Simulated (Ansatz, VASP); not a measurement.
Cu2O in VASP and in Ansatz

File INCAR:

```
PREC = Accurate
ENCUT = 600
EDIFF = 1E-6
ISMEAR = 0
SIGMA = 0.02
LREAL = F
LASPH = T
NELM = 200
ALGO = Normal
ISIF = 2
LWAVE = F
LCHARG = F
LMAXMIX = 4
LDAU = T
LDAUTYPE = 2
LDAUL = 2 -1
LDAUU = 4 0
LDAUJ = 0 0
LDAUPRINT = 1
GGA = PE
NBANDS = 37
GGA_COMPAT = F
KPAR = 4
```

KPOINTS

```
Automatic mesh
0
Gamma
  12 12 12
```

Contents of POSCAR:

```
Cu2O
1.0
    3.0423277033      1.7564887185      2.4772889425
   -3.0423277033      1.7564887185      2.4772889425
    0.0000000000     -3.5129774370      2.4772889425
Cu O
4 2
Direct
    0.5000000000      0.5000000000      0.0000000000
    0.5000000000      0.0000000000      0.5000000000
    0.0000000000      0.5000000000      0.5000000000
    0.0000000000      0.0000000000      0.0000000000
    0.2504117218      0.2504117218      0.2504117218
    0.7495882782      0.7495882782      0.7495882782
```

Input for Ansatz:

```yaml
crystal:
  lattice:
    - [3.0423277033, 1.7564887185, 2.4772889425]
    - [-3.0423277033, 1.7564887185, 2.4772889425]
    - [0.0, -3.512977437, 2.4772889425]
  atoms:
    - { symbol: Cu, position: [0.5, 0.5, 0.0] }
    - { symbol: Cu, position: [0.5, 0.0, 0.5] }
    - { symbol: Cu, position: [0.0, 0.5, 0.5] }
    - { symbol: Cu, position: [0.0, 0.0, 0.0] }
    - { symbol: O, position: [0.2504117218, 0.2504117218, 0.2504117218] }
    - { symbol: O, position: [0.7495882782, 0.7495882782, 0.7495882782] }
basis:
  ecutwfc: 420
kpoints:
  mp_grid: { grid: [12, 12, 12] }
  band_path:
    path:
      - [[0.0, 0.0, 0.0], [0.5, 0.0, 0.0], [0.5, -0.5, 0.5], [0.4981879, -0.5018121, 0.4981879]]
      - [[0.4981879, 0.4981879, 0.4981879], [0.0, 0.0, 0.0], [0.5, -0.5, 0.0]]
    npoints: 14
hamiltonian:
  xc: pbe
  hubbard: { sites: [{ species: Cu, l: d, u_eff: 4.0 }] }
scf:
  occupations: { method: gaussian, width: 0.02 }
  n_extra_bands: 15
output:
  forces: true
  stress: true
  eigenvalues: true
  populations: true
  dos: { projected: true, de: 0.02, nscf_kmesh: { grid: [18, 18, 18] } }
  bader: true
  write_density: true
  write_potential: true
  elf: true
  volumetric_format: npy
```

Alike in both runs: task single point; functional PBE; k mesh 12 × 12 × 12; occupations gaussian, width 0.02 eV; no spin polarisation; Hubbard terms Cu d U = 4.0 eV.

|  | VASP | Ansatz |
| --- | --- | --- |
| version | VASP 6.6.1 | Ansatz 0.2.0 |
| potentials or method | VASP PAW PBE potentials, release 64 (Cu, O), cutoff 600 eV | scalar-relativistic, plane waves, PAW |
| valence electrons in the cell | 56 | 88 |

|  | VASP | Ansatz | Ansatz less VASP |
| --- | --- | --- | --- |
| gap on the k mesh at the Fermi level (eV) | 0.66 | 0.73 | +0.071 |
| least direct gap on the mesh (eV) | 0.66 | 0.73 | +0.071 |
| pressure (GPa) | -0.3 | 2.4 | +2.75 |

The programs project onto different local orbitals, so the same U acts differently, and such runs can settle in different states. VASP's potentials hold 56 valence electrons a cell and Ansatz's 88, so a difference there can come from the potentials and not from the codes.
